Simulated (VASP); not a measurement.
# Au in VASP: further runs, part 2 of 2

VASP 6.6.1.

## 5. Single point, PBEsol (biaxial strain in the a-b plane: -1.0 %)

File INCAR:

```
ALGO     = Fast           # electronic algorithm
EDIFF    = 1E-6           # SCF threshold, eV
ENCUT    = 520            # plane-wave cutoff, eV
GGA      = PS             # functional
ISIF     = 2              # what is computed and relaxed
ISMEAR   = 0              # smearing method
LASPH    = True           # aspherical terms in the spheres
LCHARG   = True           # write CHGCAR
LELF     = True           # ELF
LREAL    = False          # projectors in reciprocal space
LVHAR    = True         
LWAVE    = False          # write WAVECAR
NBANDS   = 18             # bands
NELM     = 80             # most SCF steps
PREC     = Accurate       # precision mode
SIGMA    = 0.1            # smearing width, eV
```

File KPOINTS:

```
k-points
0
Gamma
  18 18 14
```

File POSCAR:

```
Au
1.0
    2.0214611358      2.0214611358      0.0000000000
   -2.0214611358      2.0214611358      0.0000000000
    0.0000000000      0.0000000000      4.1082624296
Au
2
Direct
    0.0000000000      0.0000000000      0.0000000000
    0.5000000000      0.5000000000      0.5000000000
```

Potentials or basis: VASP PAW PBE potentials, release 64 (Au).

Command:

```
$ cat potpaw_PBE.64/Au/POTCAR > POTCAR
$ mpirun -np 1 vasp_std > vasp.out
```

OUTCAR:

```text
EDIFF = 1E-6
   ENCUT = 520
   GGA = PS
   ISIF = 2
   ISMEAR = 0
   LASPH = True
   LREAL = False
   NELM = 80
   PREC = Accurate

 ion  position               nearest neighbor table
   1  0.000  0.000  0.000-   2 2.88   2 2.88   2 2.88   2 2.88   2 2.88   2 2.88   2 2.88   2 2.88

   2  0.500  0.500  0.500-   1 2.88   1 2.88   1 2.88   1 2.88   1 2.88   1 2.88   1 2.88   1 2.88

  LATTYP: Found a simple tetragonal cell.
 ALAT       =     2.8587777541
 C/A-ratio  =     1.4370695392

  Lattice vectors:

 A1 = (   2.0214611358,   2.0214611358,   0.0000000000)
 A2 = (  -2.0214611358,   2.0214611358,   0.0000000000)
 A3 = (   0.0000000000,   0.0000000000,   4.1082624296)

Analysis of symmetry for initial positions (statically):
=====================================================================
 Subroutine PRICEL returns following result:

  LATTYP: Found a body centered tetragonal cell.
 ALAT       =     2.8587777541
 C/A-ratio  =     1.4370695392

  Lattice vectors:

 A1 = (   2.0214611358,   0.0000000000,  -2.0541312148)
 A2 = (  -2.0214611358,   0.0000000000,  -2.0541312148)
 A3 = (   0.0000000000,   2.0214611358,   2.0541312148)

   2 primitive cells build up your supercell.

 Routine SETGRP: Setting up the symmetry group for a
 simple tetragonal supercell.

 Subroutine GETGRP returns: Found 16 space group operations
 (whereof 16 operations were pure point group operations)
 out of a pool of 16 trial point group operations.

The static configuration has the point symmetry D_4h.

Analysis of symmetry for dynamics (positions and initial velocities):
=====================================================================
 Subroutine PRICEL returns following result:

  LATTYP: Found a body centered tetragonal cell.
 ALAT       =     2.8587777541
 C/A-ratio  =     1.4370695392

  Lattice vectors:

 A1 = (   2.0214611358,   0.0000000000,  -2.0541312148)
 A2 = (  -2.0214611358,   0.0000000000,  -2.0541312148)
 A3 = (   0.0000000000,   2.0214611358,   2.0541312148)

   2 primitive cells build up your supercell.

 Routine SETGRP: Setting up the symmetry group for a
 simple tetragonal supercell.

 Subroutine GETGRP returns: Found 16 space group operations
 (whereof 16 operations were pure point group operations)
 out of a pool of 16 trial point group operations.

The dynamic configuration has the point symmetry D_4h.

 Subroutine INISYM returns: Found 16 space group operations
 (whereof 16 operations are pure point group operations),
 and found     2 'primitive' translations

----------------------------------------------------------------------------------------

                                     Primitive cell

  volume of cell :      16.7876

  direct lattice vectors                    reciprocal lattice vectors
     2.021461136  0.000000000 -2.054131215     0.247345839  0.247345839 -0.243411909
    -2.021461136  0.000000000 -2.054131215    -0.247345839  0.247345839 -0.243411909
     0.000000000  2.021461136  2.054131215     0.000000000  0.494691677  0.000000000

  length of vectors
     2.881971577  2.881971577  2.881971577     0.426156409  0.426156409  0.494691677

  position of ions in fractional coordinates (direct lattice)
[... 28 lines left out ...]
 ===========================================

 Found    440 irreducible k-points:

 Following reciprocal coordinates:
            Coordinates               Weight
  0.000000  0.000000  0.000000      1.000000
  0.055556  0.000000  0.000000      4.000000
  0.111111  0.000000  0.000000      4.000000
  0.166667  0.000000  0.000000      4.000000
  0.222222  0.000000  0.000000      4.000000
  0.277778  0.000000  0.000000      4.000000
[... 16 lines left out ...]
  0.277778  0.111111  0.000000      8.000000
  0.333333  0.111111  0.000000      8.000000
 [... further k-points ...]
   k-points           NKPTS =    440   k-points in BZ     NKDIM =    440   number of bands    NBANDS=     18
   number of dos      NEDOS =    301   number of ions     NIONS =      2
   total plane-waves  NPLWV =  18432
   dimension x,y,z NGX =    24 NGY =   24 NGZ =   32
   dimension x,y,z NGXF=    48 NGYF=   48 NGZF=   64
   ions per type =               2
   NGX,Y,Z   is equivalent  to a cutoff of  13.96, 13.96, 12.95 a.u.
   NGXF,Y,Z  is equivalent  to a cutoff of  27.91, 27.91, 25.90 a.u.
 SYSTEM =  unknown system
   PREC   = accura    normal or accurate (medium, high low for compatibility)
   ISTART =      0    job   : 0-new  1-cont  2-samecut
   ICHARG =      2    charge: 1-file 2-atom 10-const
   ISPIN  =      1    spin polarized calculation?
   LNONCOLLINEAR =      F non collinear calculations
   LSORBIT =      F    spin-orbit coupling
   LASPH  =      T    aspherical Exc in radial PAW
   ENCUT  =  520.0 eV  38.22 Ry    6.18 a.u.   5.32  5.32  7.64*2*pi/ulx,y,z
   NELM   =     80;   NELMIN=  2; NELMDL= -5     # of ELM steps
   EDIFF  = 0.1E-05   stopping-criterion for ELM
   LREAL  =      F    real-space projection
   EDIFFG = 0.1E-04   stopping-criterion for IOM
   NSW    =      0    number of steps for IOM
   IBRION =     -1    ionic relax: 0-MD 1-quasi-New 2-CG
   NFREE  =      0    steps in history (QN), initial steepest desc. (CG)
   ISIF   =      2    stress and relaxation
   ISYM   =      2    0-nonsym 1-usesym 2-fastsym
   POTIM  = 0.5000    time-step for ionic-motion
   TEBEG  =    0.0;   TEEND  =   0.0 temperature during run
   PSTRESS=    0.0 pullay stress
   NELECT =      22.0000    total number of electrons
   NUPDOWN=      -1.0000    fix difference up-down
   EMIN   =  10.00;   EMAX   =-10.00  energy-range for DOS
   EFERMI =   0.00;   METHOD = LEGACY
   ISMEAR =     0;   SIGMA  =   0.10  broadening in eV -4-tet -1-fermi 0-gaus
   EFERMI_NEDOS =   21; number of points for ismear=-14 and -15
   IALGO  =     68    algorithm
   IMIX   =      4    mixing-type and parameters
     AMIX     =   0.40;   BMIX     =  1.00
     AMIX_MAG =   1.60;   BMIX_MAG =  1.00
  volume/ion in A,a.u.               =      16.79       113.29
  Fermi-wavevector in a.u.,A,eV,Ry     =   1.421923  2.687045 27.509142  2.021865
  Thomas-Fermi vector in A             =   2.542681
   LORBIT       =      0    0 simple, 1 ext, 2 COOP (PROOUT), +10 PAW based schemes
   GGA     = PS    functional components
   LHFCALC =     F    Hartree Fock is set to
   AEXX    =    0.0000 exact exchange contribution
   IVDW    =     0    specifies the selected vdW correction
   LEPSILON=     F    determine dielectric tensor
   LRPA    =     F    only Hartree local field effects (RPA)
 non-spin polarized calculation
 RMM-DIIS sequential band-by-band and
 Gauss-broadening in eV      SIGMA  =   0.10
  energy-cutoff  :      520.00
  volume of cell :       33.58
 maximum number of plane-waves:       923
 NGX is ok and might be reduce to    24
   NGX = 11   NGY = 11   NGZ = 15

 number of electron      22.0000000 magnetization

 Free energy of the ion-electron system (eV)
  ---------------------------------------------------
  ext. energy  EPLUGINS =         0.00000000
  ---------------------------------------------------
  free energy    TOTEN  =        -7.84558352 eV

  energy without entropy =       -7.84300976  energy(sigma->0) =       -7.84429664

 E-fermi :   9.5494     XC(G=0): -12.9741

 val. band max:        9.5336001833   @ k =   0.5000   0.1667   0.0000
 cond. band min:       9.5574554152   @ k =   0.5000   0.1111   0.2857
 fundamental gap:      0.0238552319
 Fermi energy:         9.5494269019

 k-point     1 :       0.0000    0.0000    0.0000
  band No.  band energies     occupation
      1      -0.5506      2.00000
      2       2.2979      2.00000
      3       2.6414      2.00000
      4       4.6720      2.00000
      5       4.8183      2.00000
      6       4.8183      2.00000
[... 481 lines left out ...]
      5       4.5694      2.00000
      6       4.9488      2.00000
[... 10 lines left out ...]
     17      23.4827      0.00000
     18      26.8640      0.00000

 [... further k-points ...]

------------------------ aborting loop because EDIFF is reached ----------------------------------------

  FORCE on cell =-STRESS in cart. coord.  units (eV):
  Direction    XX          YY          ZZ          XY          YZ          ZX
  --------------------------------------------------------------------------------------
  -------------------------------------------------------------------------------------
  Total        0.5359203      0.5359203      0.3192751      0.0000000      0.0000000      0.0000000
  in kB       25.5735997     25.5735997     15.2355005      0.0000000      0.0000000      0.0000000
  external PRESSURE =      22.1275667 kB  Pullay stress =       0.0000000 kB

 VOLUME and BASIS-vectors are now :
 -----------------------------------------------------------------------------
  energy-cutoff  :      520.00
  volume of cell :       33.58
      direct lattice vectors                 reciprocal lattice vectors
     2.021461136  2.021461136  0.000000000     0.247345839  0.247345839  0.000000000
    -2.021461136  2.021461136  0.000000000    -0.247345839  0.247345839  0.000000000
     0.000000000  0.000000000  4.108262430     0.000000000  0.000000000  0.243411909

 POSITION                                       TOTAL-FORCE (eV/Angst)
 -----------------------------------------------------------------------------------
      0.00000      0.00000      0.00000         0.000000      0.000000     -0.000000
      0.00000      2.02146      2.05413        -0.000000     -0.000000      0.000000
 -----------------------------------------------------------------------------------
    total drift:                               -0.000000      0.000000     -0.000000

  FREE ENERGIE OF THE ION-ELECTRON SYSTEM (eV)
  ---------------------------------------------------
  free  energy   TOTEN  =        -7.8455835221 eV

  energy  without entropy=       -7.8430097621  energy(sigma->0) =       -7.84429664
```

It took 1.7 min on 1 thread of Intel Xeon 6975P-C (Granite Rapids), shared host; peak memory 0.32 GiB.

Results:

```
Free energy            : -7.8456 eV
Pressure               : 2.2 GPa
Band gap on the k mesh : zero (band 11 reaches 14.48 eV, above the bottom of band 12 at 6.96 eV)
```

Levels at points of the mesh, in eV from the Fermi level:
| k point | band 9 | band 10 | band 11 | band 12 | band 13 | band 14 |
| --- | --- | --- | --- | --- | --- | --- |
| (0.00, 0.00, 0.00) | -2.01 | -1.65 | -1.65 | 0.71 | 5.60 | 10.17 |
| (0.50, 0.00, 0.00) | -3.20 | -3.20 | -0.20 | -0.20 | 8.35 | 8.35 |
| (0.50, 0.50, 0.00) | -1.58 | -1.58 | 0.99 | 0.99 | 5.97 | 5.97 |
| (0.00, 0.00, 0.50) | -3.48 | -3.48 | -2.59 | -2.59 | 14.93 | 14.93 |
| (0.50, 0.00, 0.50) | -1.94 | -1.94 | -1.11 | -1.11 | 3.12 | 3.12 |
| (0.50, 0.50, 0.50) | -1.58 | -1.58 | 4.89 | 4.89 | 6.27 | 6.27 |

Caveat: the cell differs from its parent crystal (biaxial strain in the a-b plane: -1.0 %); the PAW data sets were made with another functional, which shifts forces and pressure a little; spin-orbit coupling is left out, which moves the levels of the heavy elements.

## 6. The runs side by side

| cell | k mesh | further INCAR settings | gap on the mesh (eV) | pressure (GPa) |
| --- | --- | --- | --- | --- |
| a = 2.888 Å, angles 60.0°, 1 atom | 18 × 18 × 18 | ALGO = Fast; EDIFF = 1e-06; NBANDS = 12 | none | -0.2 |
| a = 2.801, b = 2.801, c = 4.157 Å, 2 atoms | 18 × 18 × 14 | ALGO = Fast; EDIFF = 1e-07; NBANDS = 18 | none | 8.1 |
| a = 2.830, b = 2.830, c = 4.133 Å, 2 atoms | 18 × 18 × 14 | ALGO = Fast; EDIFF = 1e-06; NBANDS = 18 | none | 5.1 |
| a = 2.859, b = 2.859, c = 4.108 Å, 2 atoms | 18 × 18 × 14 | ALGO = Fast; EDIFF = 1e-06; NBANDS = 18 | none | 2.2 |

Alike in all rows: task single point; level PBEsol; potentials or basis VASP PAW PBE potentials, release 64 (Au); no spin polarisation; cutoff (eV) 520; smearing gaussian 0.1 eV.

Caveats: the PAW data sets were made with another functional, which shifts forces and pressure a little; spin-orbit coupling is left out, which moves the levels of the heavy elements.

Total energies depend on the potentials used, so only differences within one code and one set of settings carry meaning.
